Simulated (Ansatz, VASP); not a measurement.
# One calculation of Si, two programs

INCAR

```
SYSTEM = Si
PREC = Accurate
ENCUT = 520
EDIFF = 1E-6
ISMEAR = 0
SIGMA = 0.03
LREAL = .FALSE.
LASPH = .TRUE.
NELM = 100
ALGO = Normal
ISIF = 2
LWAVE = .FALSE.
LCHARG = .FALSE.
GGA = PE
NBANDS = 26
```

KPOINTS

```
regular mesh
0
G
  10 10 6
  0 0 0
```

Contents of POSCAR:

```
Si
1.0
    7.1894207869     -2.0011101510      0.0815299555
    7.1894207869      2.0011101510      0.0815299555
   -0.7029910630      0.0000000000      5.8771845726
Si
8
Direct
    0.0298360656      0.0814882674      0.8741221558
    0.9185117326      0.9701639344      0.1258778442
    0.5306181132      0.5878424582      0.6536328742
    0.4121575418      0.4693818868      0.3463671258
    0.2850964810      0.1406906372      0.0570686657
    0.8593093628      0.7149035190      0.9429313343
    0.7092611211      0.7447904181      0.5855965457
    0.2552095819      0.2907388789      0.4144034543
```

Input for Ansatz:

```yaml
crystal:
  lattice:
    - [7.1894207869, -2.001110151, 0.0815299555]
    - [7.1894207869, 2.001110151, 0.0815299555]
    - [-0.702991063, 0.0, 5.8771845726]
  atoms:
    - { symbol: Si, position: [0.0298360656, 0.0814882674, 0.8741221558] }
    - { symbol: Si, position: [0.9185117326, 0.9701639344, 0.1258778442] }
    - { symbol: Si, position: [0.5306181132, 0.5878424582, 0.6536328742] }
    - { symbol: Si, position: [0.4121575418, 0.4693818868, 0.3463671258] }
    - { symbol: Si, position: [0.285096481, 0.1406906372, 0.0570686657] }
    - { symbol: Si, position: [0.8593093628, 0.714903519, 0.9429313343] }
    - { symbol: Si, position: [0.7092611211, 0.7447904181, 0.5855965457] }
    - { symbol: Si, position: [0.2552095819, 0.2907388789, 0.4144034543] }
basis:
  ecutwfc: 420
kpoints:
  mp_grid: { grid: [10, 10, 6] }
hamiltonian:
  xc: pbe
  pseudopotentials: { kind: paw, azcp: { folder: soft_1 } }
scf:
  occupations: { method: gaussian, width: 0.03 }
output:
  forces: true
  stress: true
  eigenvalues: true
```

Change from the starting cell: mode 4 frozen in at -0.279 Å, strain +e along z and -e/2 along x and y -0.0700.

Alike in both runs: task single point; functional PBE; k mesh 10 × 10 × 6; occupations gaussian, width 0.03 eV; no spin polarisation.

|  | VASP | Ansatz |
| --- | --- | --- |
| version | VASP 6.6.1 | Ansatz 0.2.0 |
| potentials or method | VASP PAW PBE potentials, release 64 (Si), cutoff 520 eV | scalar-relativistic, plane waves, PAW |
| valence electrons in the cell | 32 | 32 |

|  | VASP | Ansatz | Ansatz less VASP |
| --- | --- | --- | --- |
| gap on the k mesh at the Fermi level (eV) | none | none | - |
| pressure (GPa) | 0.2 | 0.2 | +0.06 |
| traceless stress, the component that is largest in VASP (GPa) | 9.10 | 9.09 | -0.010 |
| rms of the force components (eV/Å) | 0.503 | 0.505 | +0.0023 |

Atom by atom the forces differ by 0.003 eV/Å (rms over components). A gap of «none» marks a metal or a gap that the smearing closes. With one functional, cell and mesh, what is left measures potentials, basis and numerics.
